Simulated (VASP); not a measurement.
Set up this calculation in VASP 6.6.1, as the native input.

| Item | Value |
| --- | --- |
| Task | single point |
| Functional | PBEsol |
| Potentials or basis | VASP PAW PBE potentials, release 64 (Ti_sv, Al) |
| Cutoff | 520 eV |
| k mesh | 14 × 14 × 14 |
| Occupations | gaussian, width 0.15 eV |
| Spin | no spin polarisation |
| Dipole correction | no |
| Further INCAR settings | ALGO = Fast; EDIFF = 1e-07; NBANDS = 14 |

The structure of TiAl lies in POSCAR:

```
TiAl
1.0
    2.8089068443      0.0000000000      0.0000000000
    0.0000000000      3.5032433677      0.0000000000
    0.0000000000      0.0000000000      3.1560751060
Ti Al
1 1
Direct
    0.0000000000      0.0000000000      0.0000000000
    0.5000000000      0.5000000000      0.5000000000
```

This cell differs from its parent crystal: normal strain along x -0.1100, normal strain along y +0.1100.

These files were run (other wordings do the same):

INCAR

```
PREC = Accurate
ENCUT = 520
EDIFF = 1E-7
ISMEAR = 0
SIGMA = 0.15
LREAL = F
LASPH = T
NELM = 60
ALGO = Fast
ISIF = 2
LWAVE = F
LCHARG = T
GGA = PS
LELF = T
LVHAR = T
NBANDS = 14
```

KPOINTS

```
Automatic mesh
0
Gamma
  14 14 14
```

Potentials or basis: VASP PAW PBE potentials, release 64 (Ti_sv, Al).

Run with:

```sh
$ cat potpaw_PBE.64/Ti_sv/POTCAR potpaw_PBE.64/Al/POTCAR > POTCAR
$ mpirun -np 1 vasp_std > vasp.out
```

It gave:

| Quantity | Value |
| --- | --- |
| Pressure | 2.3 GPa |
| Band gap on the k mesh | zero (an odd number of electrons rules out a gap without spin polarisation) |

Caveat: the cell differs from its parent crystal (normal strain along x -0.1100, normal strain along y +0.1100); the PAW data sets were made with another functional, which shifts forces and pressure a little.

Wall time 2.9 min on 1 thread of Intel(R) Xeon(R) 6975P-C (Granite Rapids), with other jobs on the host, peak memory 0.33 GiB.
